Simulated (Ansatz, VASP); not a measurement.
One calculation of Zr, two programs

```
CELL_PARAMETERS angstrom
0.00000 2.55979 2.55979
2.55979 0.00000 2.55979
2.55979 2.55979 0.00000
ATOMIC_POSITIONS crystal
Zr 0.87500 0.87500 0.87500
Zr 0.12500 0.12500 0.12500
```

Change from the starting cell: volume scaled by 0.58, LAPW.

Alike in both runs: task single point; functional PBEsol; k mesh 12 × 12 × 12; occupations fermi-dirac, width 0.1 eV; no spin polarisation.

```csv
,VASP,Ansatz
version,VASP 6.6.1,Ansatz 0.2.0
potentials or method,"VASP PAW PBE potentials, release 64 (Zr_sv), cutoff 520 eV","all-electron LAPW, scalar-relativistic"
```

```tsv
	VASP	Ansatz	Ansatz less VASP
pressure (GPa)	72.6	70.6	-1.96
```

VASP's potentials were made for PBE, not for PBEsol. Both programs put the cell under a high pressure, so it lies far from rest at this level. Ansatz ran all-electron here, and VASP with PAW potentials.

Noted on VASP's run: the cell as given lies far from equilibrium.
